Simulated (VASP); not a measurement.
# Ta (Fm-3m) in VASP: relaxation of cell and atoms with LDA

Aim: the relaxation of cell and atoms of Ta with LDA.

Program: VASP 6.6.1. These are calculated values, not measurements. Logs are shortened: lines on timing, memory, paths and dates and some standing lists are left out, and cuts for length are marked.

### 1 The cell of the first run

The structure is cubic, space group Fm-3m (No. 225). Conventional cell: a = 4.139 Å, b = 4.139 Å, c = 4.139 Å, α = 90.00°, β = 90.00°, γ = 90.00°. Ta (site symmetry m-3m) has 12 Ta at 2.93 Å within 3.9 Å.

This isn't the form of Ta at room conditions, which is bcc.

### 2 Relaxation of cell and atoms, LDA, non-collinear spin, zero start, spin-orbit coupling

Contents of INCAR:

```
SYSTEM = Ta
  ALGO = Normal
  EDIFF = 1E-6
  EDIFFG = -0.005
  ENCUT = 600
  GGA_COMPAT = .FALSE.
  IBRION = 2
  ISIF = 3
  ISMEAR = -1
  LASPH = .TRUE.
  LCHARG = .FALSE.
  LMAXMIX = 4
  LORBIT = 11
  LORBMOM = .TRUE.
  LREAL = .FALSE.
  LSORBIT = .TRUE.
  LWAVE = .FALSE.
  MAGMOM = 0 0 0
  NELM = 150
  NSW = 45
  PREC = Accurate
  SIGMA = 0.05
```

Contents of KPOINTS:

```
k-points
0
G
  17 17 17
  0 0 0
```

Contents of POSCAR:

```
Ta
1.0
    0.0000000000      2.0696628111      2.0696628111
    2.0696628111      0.0000000000      2.0696628111
    2.0696628111      2.0696628111      0.0000000000
Ta
1
Direct
    0.0000000000      0.0000000000      0.0000000000
```

Potentials or basis: VASP PAW LDA potentials, release 64 (Ta_pv).

Command:

```bash
$ cat potpaw_LDA.64/Ta_pv/POTCAR > POTCAR
$ mpirun -np 1 vasp_ncl > vasp.out
```

OUTCAR:

```text
SYSTEM = Ta
   EDIFF = 1E-6
   EDIFFG = -0.005
   ENCUT = 600
   IBRION = 2
   ISIF = 3
   ISMEAR = -1
   LASPH = .TRUE.
   LORBIT = 11
   LREAL = .FALSE.
   LSORBIT = .TRUE.
   NELM = 150
   NSW = 45
   PREC = Accurate

 ion  position               nearest neighbor table
   1  0.000  0.000  0.000-

  LATTYP: Found a face centered cubic cell.
 ALAT       =     4.1393256222

  Lattice vectors:

 A1 = (   0.0000000000,   2.0696628111,   2.0696628111)
 A2 = (   2.0696628111,   0.0000000000,   2.0696628111)
 A3 = (   2.0696628111,   2.0696628111,   0.0000000000)

Analysis of symmetry for initial positions (statically):
=====================================================================
 Subroutine PRICEL returns:
 Original cell was already a primitive cell.

 Routine SETGRP: Setting up the symmetry group for a
 face centered cubic supercell.

 Subroutine GETGRP returns: Found 48 space group operations
 (whereof 48 operations were pure point group operations)
 out of a pool of 48 trial point group operations.

The static configuration has the point symmetry O_h .

Analysis of symmetry for dynamics (positions and initial velocities):
=====================================================================
 Subroutine PRICEL returns:
 Original cell was already a primitive cell.

 Routine SETGRP: Setting up the symmetry group for a
 face centered cubic supercell.

 Subroutine GETGRP returns: Found 48 space group operations
 (whereof 48 operations were pure point group operations)
 out of a pool of 48 trial point group operations.

The dynamic configuration has the point symmetry O_h .

Analysis of structural, dynamic, and magnetic symmetry:
=====================================================================
 Subroutine PRICEL returns:
 Original cell was already a primitive cell.

 Routine SETGRP: Setting up the symmetry group for a
 face centered cubic supercell.

 Subroutine GETGRP returns: Found 48 space group operations
 (whereof 48 operations were pure point group operations)
 out of a pool of 48 trial point group operations.

The overall configuration has the point symmetry O_h .

 Subroutine INISYM returns: Found 48 space group operations
 (whereof 48 operations are pure point group operations),
 and found     1 'primitive' translations

----------------------------------------------------------------------------------------

                                     Primitive cell

  volume of cell :      17.7308

  direct lattice vectors                    reciprocal lattice vectors
     0.000000000  2.069662811  2.069662811    -0.241585246  0.241585246  0.241585246
     2.069662811  0.000000000  2.069662811     0.241585246 -0.241585246  0.241585246
     2.069662811  2.069662811  0.000000000     0.241585246  0.241585246 -0.241585246

  length of vectors
     2.926945217  2.926945217  2.926945217     0.418437921  0.418437921  0.418437921

  position of ions in fractional coordinates (direct lattice)
     0.000000000  0.000000000  0.000000000

  ion indices of the primitive-cell ions
   primitive index   ion index
                 1           1

----------------------------------------------------------------------------------------

 KPOINTS: k-points

Automatic generation of k-mesh.
 Grid dimensions read from file:
 generate k-points for:   17   17   17

 Generating k-lattice:

  Cartesian coordinates                     Fractional coordinates (reciprocal lattice)
    -0.014210897  0.014210897  0.014210897     0.058823529  0.000000000  0.000000000
     0.014210897 -0.014210897  0.014210897     0.000000000  0.058823529  0.000000000
     0.014210897  0.014210897 -0.014210897     0.000000000  0.000000000  0.058823529

  Length of vectors
     0.024613995  0.024613995  0.024613995

  Shift w.r.t. Gamma in fractional coordinates (k-lattice)
     0.000000000  0.000000000  0.000000000

 Subroutine IBZKPT returns following result:
 ===========================================

 Found    165 irreducible k-points:

 Following reciprocal coordinates:
            Coordinates               Weight
  0.000000  0.000000  0.000000      1.000000
  0.058824  0.000000  0.000000      8.000000
  0.117647  0.000000  0.000000      8.000000
  0.176471  0.000000  0.000000      8.000000
  0.235294  0.000000  0.000000      8.000000
  0.294118  0.000000  0.000000      8.000000
[... 16 lines left out ...]
 -0.176471  0.058824  0.000000     24.000000
 -0.117647  0.058824  0.000000     24.000000
 [... further k-points ...]
   k-points           NKPTS =    165   k-points in BZ     NKDIM =    165   number of bands    NBANDS=     18
   number of dos      NEDOS =    301   number of ions     NIONS =      1
   total plane-waves  NPLWV =  13824
   dimension x,y,z NGX =    24 NGY =   24 NGZ =   24
   dimension x,y,z NGXF=    48 NGYF=   48 NGZF=   48
   ions per type =               1
   NGX,Y,Z   is equivalent  to a cutoff of  13.63, 13.63, 13.63 a.u.
   NGXF,Y,Z  is equivalent  to a cutoff of  27.26, 27.26, 27.26 a.u.
 SYSTEM =  Ta
   PREC   = accura    normal or accurate (medium, high low for compatibility)
   ISTART =      0    job   : 0-new  1-cont  2-samecut
   ICHARG =      2    charge: 1-file 2-atom 10-const
   ISPIN  =      1    spin polarized calculation?
   LNONCOLLINEAR =      T non collinear calculations
   LSORBIT =      T    spin-orbit coupling
   LASPH  =      T    aspherical Exc in radial PAW
   ENCUT  =  600.0 eV  44.10 Ry    6.64 a.u.   5.85  5.85  5.85*2*pi/ulx,y,z
   NELM   =    150;   NELMIN=  2; NELMDL= -5     # of ELM steps
   EDIFF  = 0.1E-05   stopping-criterion for ELM
   LREAL  =      F    real-space projection
   EDIFFG = -.5E-02   stopping-criterion for IOM
   NSW    =     45    number of steps for IOM
   IBRION =      2    ionic relax: 0-MD 1-quasi-New 2-CG
   NFREE  =      1    steps in history (QN), initial steepest desc. (CG)
   ISIF   =      3    stress and relaxation
   ISYM   =      2    0-nonsym 1-usesym 2-fastsym
   POTIM  = 0.5000    time-step for ionic-motion
   TEBEG  =    0.0;   TEEND  =   0.0 temperature during run
   PSTRESS=    0.0 pullay stress
   NELECT =      11.0000    total number of electrons
   NUPDOWN=      -1.0000    fix difference up-down
   EMIN   =  10.00;   EMAX   =-10.00  energy-range for DOS
   EFERMI =   0.00;   METHOD = LEGACY
   ISMEAR =    -1;   SIGMA  =   0.05  broadening in eV -4-tet -1-fermi 0-gaus
   EFERMI_NEDOS =   21; number of points for ismear=-14 and -15
   IALGO  =     38    algorithm
   IMIX   =      4    mixing-type and parameters
     AMIX     =   0.40;   BMIX     =  1.00
     AMIX_MAG =   1.60;   BMIX_MAG =  1.00
  volume/ion in A,a.u.               =      17.73       119.65
  Fermi-wavevector in a.u.,A,eV,Ry     =   1.396249  2.638528 26.524702  1.949511
  Thomas-Fermi vector in A             =   2.519621
   LORBIT       =     11    0 simple, 1 ext, 2 COOP (PROOUT), +10 PAW based schemes
   GGA     = CA    functional components
   LHFCALC =     F    Hartree Fock is set to
   AEXX    =    0.0000 exact exchange contribution
   IVDW    =     0    specifies the selected vdW correction
   LEPSILON=     F    determine dielectric tensor
   LRPA    =     F    only Hartree local field effects (RPA)
 conjugate gradient relaxation of ions
  energy-cutoff  :      600.00
  volume of cell :       17.73
 maximum number of plane-waves:      1218
   NGX = 11   NGY = 11   NGZ = 11

--------------------------------------- Ionic step        1  -------------------------------------------

 number of electron      11.0000000 magnetization       0.0000000      0.0000000      0.0000000

 number of electron      11.0000000 magnetization      -0.0000000     -0.0000000      0.0000000

 number of electron      11.0000000 magnetization       0.0000000      0.0000000     -0.0000000

 Free energy of the ion-electron system (eV)
  ---------------------------------------------------
  ext. energy  EPLUGINS =         0.00000000
  ---------------------------------------------------
  free energy    TOTEN  =       -13.28487624 eV

  energy without entropy =      -13.27482046  energy(sigma->0) =      -13.27984835

------------------------ aborting loop because EDIFF is reached ----------------------------------------

  FORCE on cell =-STRESS in cart. coord.  units (eV):
  Direction    XX          YY          ZZ          XY          YZ          ZX
  --------------------------------------------------------------------------------------
  -------------------------------------------------------------------------------------
  Total        0.0640489      0.0640489      0.0640489      0.0000000      0.0000000      0.0000000
  in kB        5.7875325      5.7875325      5.7875325      0.0000000      0.0000000      0.0000000
  external PRESSURE =       5.7875325 kB  Pullay stress =       0.0000000 kB
[... 205 lines left out ...]
  energy  without entropy=      -13.2748932654  energy(sigma->0) =      -13.27992708

--------------------------------------- Ionic step        7  -------------------------------------------

 number of electron      11.0000000 magnetization      -0.0000000      0.0000000     -0.0000000

 Free energy of the ion-electron system (eV)
  ---------------------------------------------------
  ext. energy  EPLUGINS =         0.00000000
  ---------------------------------------------------
  free energy    TOTEN  =       -13.28496085 eV

  energy without entropy =      -13.27489324  energy(sigma->0) =      -13.27992705

 E-fermi :   5.8616     XC(G=0): -12.8638

 val. band max:        5.8533788597   @ k =  -0.0588   0.0588   0.0000
 cond. band min:       5.8808005044   @ k =   0.3529   0.2353   0.0588
 fundamental gap:      0.0274216447
 Fermi energy:         5.8615734732

 k-point     1 :       0.0000    0.0000    0.0000
  band No.  band energies     occupation
      1     -32.8425      1.00000
      2     -32.8425      1.00000
      3     -24.7727      1.00000
      4     -24.7727      1.00000
      5     -24.7727      1.00000
      6     -24.7727      1.00000
[... 10 lines left out ...]
     17       9.4823      0.00000
     18       9.4823      0.00000
[... 466 lines left out ...]
      2     -32.9118      1.00000
      3     -25.0054      1.00000
      4     -25.0054      1.00000
      5     -24.8234      1.00000
      6     -24.8234      1.00000
[... 10 lines left out ...]
     17       9.5105      0.00000
     18       9.5105      0.00000

 [... further k-points ...]

------------------------ aborting loop because EDIFF is reached ----------------------------------------

  FORCE on cell =-STRESS in cart. coord.  units (eV):
  Direction    XX          YY          ZZ          XY          YZ          ZX
  --------------------------------------------------------------------------------------
  -------------------------------------------------------------------------------------
  Total        0.0049980      0.0049980      0.0049980      0.0000000      0.0000000      0.0000000
  in kB        0.4504289      0.4504289      0.4504289      0.0000000      0.0000000      0.0000000
  external PRESSURE =       0.4504289 kB  Pullay stress =       0.0000000 kB
[... 16 lines left out ...]
  FREE ENERGIE OF THE ION-ELECTRON SYSTEM (eV)
  ---------------------------------------------------
  free  energy   TOTEN  =       -13.2849608531 eV

  energy  without entropy=      -13.2748932397  energy(sigma->0) =      -13.27992705

 reached required accuracy - stopping structural energy minimisation

 orbital moment (x)

 # of ion     p       d       tot
 ----------------------------------------
  1         0.000  -0.000  -0.000
 ----------------------------------------
            0.000  -0.000  -0.000

 orbital moment (y)

 # of ion     p       d       tot
 ----------------------------------------
  1         0.000   0.000   0.000
 ----------------------------------------
            0.000   0.000   0.000

 orbital moment (z)

 # of ion     p       d       tot
 ----------------------------------------
  1        -0.000   0.000   0.000
 ----------------------------------------
           -0.000   0.000   0.000

 Spin-Orbit-Coupling matrix elements

 Ion:    1  E_soc:     -1.4690530
 l=   1
     0.0000000    -0.2198983    -0.2198983
    -0.2198983     0.0000000    -0.2198983
    -0.2198983    -0.2198983     0.0000000
 l=   2
     0.0000000    -0.0060078     0.0000000    -0.0060078    -0.0189361
    -0.0060078     0.0000000    -0.0142021    -0.0060078    -0.0047340
     0.0000000    -0.0142021     0.0000000    -0.0142021     0.0000000
    -0.0060078    -0.0060078    -0.0142021     0.0000000    -0.0047340
    -0.0189361    -0.0047340     0.0000000    -0.0047340     0.0000000
 l=   3
     0.0000000     0.0000000     0.0000000     0.0000000     0.0000000     0.0000000     0.0000000
     0.0000000     0.0000000     0.0000000     0.0000000     0.0000000     0.0000000     0.0000000
     0.0000000     0.0000000     0.0000000     0.0000000     0.0000000     0.0000000     0.0000000
     0.0000000     0.0000000     0.0000000     0.0000000     0.0000000     0.0000000     0.0000000
     0.0000000     0.0000000     0.0000000     0.0000000     0.0000000     0.0000000     0.0000000
     0.0000000     0.0000000     0.0000000     0.0000000     0.0000000     0.0000000     0.0000000
     0.0000000     0.0000000     0.0000000     0.0000000     0.0000000     0.0000000     0.0000000

 total charge

# of ion       s       p       d       tot
------------------------------------------
    1        0.388   6.178   2.409   8.974

 magnetization (x)

# of ion       s       p       d       tot
------------------------------------------
    1        0.000   0.000  -0.000  -0.000

 magnetization (y)

# of ion       s       p       d       tot
------------------------------------------
    1        0.000  -0.000   0.000  -0.000

 magnetization (z)

# of ion       s       p       d       tot
------------------------------------------
    1        0.000   0.000   0.000   0.000
```

Wall time 3 min (1 thread of Intel Xeon 8259CL, shared host); peak memory 0.21 GiB.

Results:

```
Free energy                                           : -13.2850 eV
Relaxed volume                                        : 17.78 Å³/atom
Relaxed cell                                          : a = 2.930 Å, b = 2.930 Å, c = 2.930 Å, α = 60.00°, β = 60.00°, γ = 60.00°
Space group after relaxing (to 0.1 Å)                 : Fm-3m (No. 225)
Energy gained by relaxing                             : 0.1 meV/atom
Ionic steps                                           : 7
Pressure after relaxing                               : 0.0 GPa
Net moment                                            : 0.00 μB per cell
Valence electrons inside the program's atomic spheres : Ta 8.97
```

Final structure:
```
CELL_PARAMETERS angstrom
0.00000 2.07149 2.07149
2.07149 0.00000 2.07149
2.07149 2.07149 0.00000
ATOMIC_POSITIONS crystal
Ta 0.00000 0.00000 0.00000
```

Moments on the atoms (μB; x, y, z):
```
Ta  0.00 0.00 0.00
```
